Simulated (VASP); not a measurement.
Runs of VASP 6.6.1 on Al2O3. The structure is that of space group P-6m2 (No. 187), or close to it. The cells are those of the table. 

```csv
level,potentials or basis,cell,gap on the mesh (eV),pressure (GPa),largest force (eV/Å)
RPBE+D4,"VASP PAW PBE potentials, release 64 (Al, O)","a = 2.863, b = 2.863, c = 7.196 Å, angles 90.0, 90.0, 120.0°, 5 atoms",4.62,-0.4,0.07
PBEsol,"VASP PAW PBE potentials, release 64 (Al, O)","a = 2.862, b = 2.862, c = 9.337 Å, angles 90.0, 90.0, 120.0°, 5 atoms",4.91,(d),0.03
r2SCAN,"VASP PAW PBE potentials, release 64 (Al, O)","a = 2.856, b = 2.856, c = 7.662 Å, angles 90.0, 90.0, 120.0°, 5 atoms",(b),-0.2,0.04
LDA,"VASP PAW LDA potentials, release 64 (Al, O)","a = 2.884, b = 2.884, c = 9.337 Å, angles 90.0, 90.0, 120.0°, 5 atoms",4.74,(c),0.50
revPBE+D3(BJ),"VASP PAW PBE potentials, release 64 (Al, O)","a = 2.865, b = 2.865, c = 7.175 Å, angles 90.0, 90.0, 120.0°, 5 atoms",4.56,(a),0.05
```

Alike in all rows: task single point; no spin polarisation; k mesh 11 × 11 × 3; cutoff (eV) 520; smearing fermi-dirac 0.05 eV.

Problem. Fill in the values left out.

Solution. (a) -0.3; (b) 5.63; (c) -6.4; (d) 0.2.

Caveats: the PAW data sets were made with another functional, which shifts forces and pressure a little (some runs).

A k mesh can miss the band edges.
